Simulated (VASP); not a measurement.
# YCdC4N4 (P-43m) in VASP: notebook, part 2 of 2

VASP 6.6.1. The steps go on from the part before.

## (3) Single point, PBE, collinear spin, ferromagnetic start

File INCAR:

```
ALGO = Normal
EDIFF = 1E-6
ENCUT = 520
GGA = PE
ISIF = 2
ISMEAR = 0
ISPIN = 2
LASPH = True
LCHARG = False
LMAXMIX = 4
LORBIT = 11
LREAL = False
LWAVE = False
MAGMOM = 0 0 1 1 1 1 1 1 1 1
NBANDS = 44
NELM = 150
PREC = Accurate
SIGMA = 0.1
```

File KPOINTS:

```
k-points
0
Gamma
  4 4 4
```

File POSCAR:

```
YCdC4N4
1.0
    6.5478013273      0.0000000000      0.0000000000
    0.0000000000      6.5478013273      0.0000000000
    0.0000000000      0.0000000000      6.5478013273
Y Cd C N
1 1 4 4
Direct
    0.5000000000      0.5000000000      0.5000000000
    0.0000000000      0.0000000000      0.0000000000
    0.1960346444      0.1960346444      0.1960346444
    0.1960346444      0.8039653556      0.8039653556
    0.8039653556      0.1960346444      0.8039653556
    0.8039653556      0.8039653556      0.1960346444
    0.2997816500      0.2997816500      0.2997816500
    0.2997816500      0.7002183500      0.7002183500
    0.7002183500      0.2997816500      0.7002183500
    0.7002183500      0.7002183500      0.2997816500
```

Potentials or basis: VASP PAW PBE potentials, release 64 (Y_sv, Cd, C, N).

Command:

```
$ cat potpaw_PBE.64/Y_sv/POTCAR potpaw_PBE.64/Cd/POTCAR potpaw_PBE.64/C/POTCAR potpaw_PBE.64/N/POTCAR > POTCAR
$ mpirun -np 1 vasp_std > vasp.out
```

OUTCAR:

```text
EDIFF = 1E-6
   ENCUT = 520
   GGA = PE
   ISIF = 2
   ISMEAR = 0
   ISPIN = 2
   LASPH = True
   LORBIT = 11
   LREAL = False
   NELM = 150
   PREC = Accurate

 ion  position               nearest neighbor table
   1  0.500  0.500  0.500-   7 2.27   8 2.27   9 2.27  10 2.27
   2  0.000  0.000  0.000-   3 2.22   4 2.22   5 2.22   6 2.22
   3  0.196  0.196  0.196-   7 1.18   2 2.22
   4  0.196  0.804  0.804-   8 1.18   2 2.22
   5  0.804  0.196  0.804-   9 1.18   2 2.22
   6  0.804  0.804  0.196-  10 1.18   2 2.22
   7  0.300  0.300  0.300-   3 1.18   1 2.27
   8  0.300  0.700  0.700-   4 1.18   1 2.27
   9  0.700  0.300  0.700-   5 1.18   1 2.27
  10  0.700  0.700  0.300-   6 1.18   1 2.27

  LATTYP: Found a simple cubic cell.
 ALAT       =     6.5478013273

  Lattice vectors:

 A1 = (   6.5478013273,   0.0000000000,   0.0000000000)
 A2 = (   0.0000000000,   6.5478013273,   0.0000000000)
 A3 = (   0.0000000000,   0.0000000000,   6.5478013273)

Analysis of symmetry for initial positions (statically):
=====================================================================
 Subroutine PRICEL returns:
 Original cell was already a primitive cell.

 Routine SETGRP: Setting up the symmetry group for a
 simple cubic supercell.

 Subroutine GETGRP returns: Found 24 space group operations
 (whereof 24 operations were pure point group operations)
 out of a pool of 48 trial point group operations.

The static configuration has the point symmetry T_d .

Analysis of symmetry for dynamics (positions and initial velocities):
=====================================================================
[... 630 lines left out ...]
      3     -23.4028      1.00000
      4     -23.4028      1.00000
      5     -19.2555      1.00000
      6     -19.1557      1.00000
[... 429 lines left out ...]
     40       3.3930      0.00000
     41       3.7107      0.00000
 [bands above 41 left out]

------------------------ aborting loop because EDIFF is reached ----------------------------------------

  FORCE on cell =-STRESS in cart. coord.  units (eV):
  Direction    XX          YY          ZZ          XY          YZ          ZX
  --------------------------------------------------------------------------------------
  -------------------------------------------------------------------------------------
  Total        0.7357501      0.7357501      0.7357501      0.0000000      0.0000000     -0.0000000
  in kB        4.1990829      4.1990829      4.1990829      0.0000000      0.0000000     -0.0000000
  external PRESSURE =       4.1990829 kB  Pullay stress =       0.0000000 kB

 VOLUME and BASIS-vectors are now :
 -----------------------------------------------------------------------------
  energy-cutoff  :      520.00
  volume of cell :      280.73
      direct lattice vectors                 reciprocal lattice vectors
     6.547801327  0.000000000  0.000000000     0.152723021  0.000000000  0.000000000
     0.000000000  6.547801327  0.000000000     0.000000000  0.152723021  0.000000000
     0.000000000  0.000000000  6.547801327     0.000000000  0.000000000  0.152723021

 POSITION                                       TOTAL-FORCE (eV/Angst)
 -----------------------------------------------------------------------------------
      3.27390      3.27390      3.27390        -0.000000     -0.000000     -0.000000
      0.00000      0.00000      0.00000        -0.000000     -0.000000     -0.000000
      1.28360      1.28360      1.28360        -0.138822     -0.138822     -0.138822
      1.28360      5.26421      5.26421        -0.138822      0.138822      0.138822
      5.26421      1.28360      5.26421         0.138822     -0.138822      0.138822
      5.26421      5.26421      1.28360         0.138822      0.138822     -0.138822
      1.96291      1.96291      1.96291         0.145542      0.145542      0.145542
      1.96291      4.58489      4.58489         0.145542     -0.145542     -0.145542
      4.58489      1.96291      4.58489        -0.145542      0.145542     -0.145542
      4.58489      4.58489      1.96291        -0.145542     -0.145542      0.145542
 -----------------------------------------------------------------------------------
    total drift:                               -0.000000     -0.000000      0.000000

  FREE ENERGIE OF THE ION-ELECTRON SYSTEM (eV)
  ---------------------------------------------------
  free  energy   TOTEN  =       -76.0286197207 eV

  energy  without entropy=      -75.9875357509  energy(sigma->0) =      -76.00807774

 total charge

# of ion       s       p       d       f       tot
--------------------------------------------------
    1        2.164   6.339   1.065   0.082   9.650
    2        0.397   0.418   9.537   0.000  10.352
    3        0.957   1.591   0.000   0.000   2.548
    4        0.957   1.591   0.000   0.000   2.548
    5        0.957   1.591   0.000   0.000   2.548
    6        0.957   1.591   0.000   0.000   2.548
    7        1.306   2.599   0.000   0.000   3.905
    8        1.306   2.599   0.000   0.000   3.905
    9        1.306   2.599   0.000   0.000   3.905
   10        1.306   2.599   0.000   0.000   3.905
--------------------------------------------------
tot         11.615  23.515  10.602   0.082  45.814

 magnetization (x)

# of ion       s       p       d       f       tot
--------------------------------------------------
    1        0.004   0.013   0.358   0.001   0.376
    2       -0.003   0.001   0.011   0.000   0.009
    3        0.004   0.052   0.000   0.000   0.056
    4        0.004   0.052   0.000   0.000   0.056
    5        0.004   0.052   0.000   0.000   0.056
    6        0.004   0.052   0.000   0.000   0.056
    7       -0.002  -0.008   0.000   0.000  -0.009
    8       -0.002  -0.008   0.000   0.000  -0.009
    9       -0.002  -0.008   0.000   0.000  -0.009
   10       -0.002  -0.008   0.000   0.000  -0.009
--------------------------------------------------
tot          0.011   0.192   0.369   0.001   0.573
```

It took 12 min on 1 thread of Intel Xeon 8259CL, shared host; peak memory 0.58 GiB.

What came out:

- Free energy: -76.0286 eV
- Pressure: 0.4 GPa
- Largest force: 0.252 eV/Å
- Band gap on the k mesh: zero (filled and empty bands overlap)
- Net moment: 1.00 μB per cell
- Site moments: Y +0.38; Cd +0.01; C +0.06; N -0.01 μB
- Valence electrons inside the program's atomic spheres: Y 9.65; Cd 10.35; C 2.55; N 3.90

Forces on the atoms (eV/Å):
```
Y    0.000  0.000  0.000
Cd   0.000  0.000  0.000
C   -0.139 -0.139 -0.139
C   -0.139  0.139  0.139
C    0.139 -0.139  0.139
C    0.139  0.139 -0.139
N    0.146  0.146  0.146
N    0.146 -0.146 -0.146
N   -0.146  0.146 -0.146
N   -0.146 -0.146  0.146
```

Levels at points of the mesh, in eV from the Fermi level:
Spin up:
```
           k point  band 26  band 27  band 28  band 29  band 30  band 31  band 32  band 33  band 34  band 35
(0.00, 0.00, 0.00)    -6.14    -5.32    -5.32    -5.32     0.02     0.02     0.21     0.21     0.21     1.59
(0.50, 0.00, 0.00)    -6.19    -5.47    -5.38    -5.38    -0.14     0.21     0.61     0.61     0.72     1.67
(0.50, 0.50, 0.00)    -6.04    -5.49    -5.38    -5.38    -0.11     0.17     0.75     1.01     1.01     1.28
(0.50, 0.50, 0.50)    -6.07    -5.36    -5.36    -5.36     0.02     0.02     0.67     0.67     0.67     2.23
```
Spin down:
```
           k point  band 25  band 26  band 27  band 28  band 29  band 30  band 31  band 32  band 33  band 34
(0.00, 0.00, 0.00)    -6.08    -6.08    -5.24    -5.24    -5.24     0.35     0.35     0.35     0.38     0.38
(0.50, 0.00, 0.00)    -6.12    -6.12    -5.38    -5.30    -5.30     0.18     0.62     0.76     0.76     0.89
(0.50, 0.50, 0.00)    -6.14    -5.98    -5.39    -5.30    -5.30     0.22     0.57     0.92     1.19     1.19
(0.50, 0.50, 0.50)    -6.01    -6.01    -5.28    -5.28    -5.28     0.39     0.39     0.83     0.83     0.83
```
